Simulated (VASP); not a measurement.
Here is a VASP 6.6.1 calculation.

Contents of INCAR:

```
SYSTEM = Ga7N8
PREC = Accurate
ENCUT = 520
EDIFF = 1E-6
ISMEAR = -1
SIGMA = 0.05
LREAL = Auto
LASPH = .TRUE.
NELM = 60
ALGO = Normal
ISIF = 2
LWAVE = .FALSE.
LCHARG = .FALSE.
GGA = PE
NELECT = 132.0
NBANDS = 78
```

File KPOINTS:

```
Automatic mesh
0
G
  2 2 2
  0 0 0
```

Contents of POSCAR:

```
Ga7N8
1.0
   -3.1900000000     -5.5252420000      0.0000000000
    4.7850000000     -2.7626210000      0.0000000000
    0.0000000000      0.0000000000      5.1890000000
Ga N
7 8
Direct
    0.4906803011      0.6845856135     -0.0156933899
    0.2238493924      0.1636793232     -0.0074141453
    0.2624136271      0.8243762739      0.4893499711
   -0.0111842378      0.6711682929      0.0023037194
    0.0274002348      0.3307612850      0.5067392561
    0.5711573642      0.2821289429      0.2497928310
    0.7557860674      0.8171957273      0.5086567739
    0.5121798836      0.6616235797      0.3615999229
    0.4808593124      0.3408556335      0.9063289651
    0.2684802824      0.1536643889      0.3628340721
    0.2373340469      0.8384208171      0.8649531702
    0.0093083660      0.6573652430      0.3750462517
    0.0029153213      0.3496524295      0.8722590094
    0.7946626786      0.1414035412      0.4043100790
    0.7443599004      0.8209379482      0.8745833494
```

Potentials or basis: VASP PAW PBE potentials, release 64 (Ga_d, N).

Launch:

```sh
$ cat potpaw_PBE.64/Ga_d/POTCAR potpaw_PBE.64/N/POTCAR > POTCAR
$ mpirun -np 1 vasp_std > vasp.out
```

(1) What does it give for the largest force?

## Answers

(1) 1.949 eV/Å.

Caveat: the k points lie up to 0.61 Å⁻¹ apart; the cell carries a net charge on a neutralising background, which shifts energy and pressure.
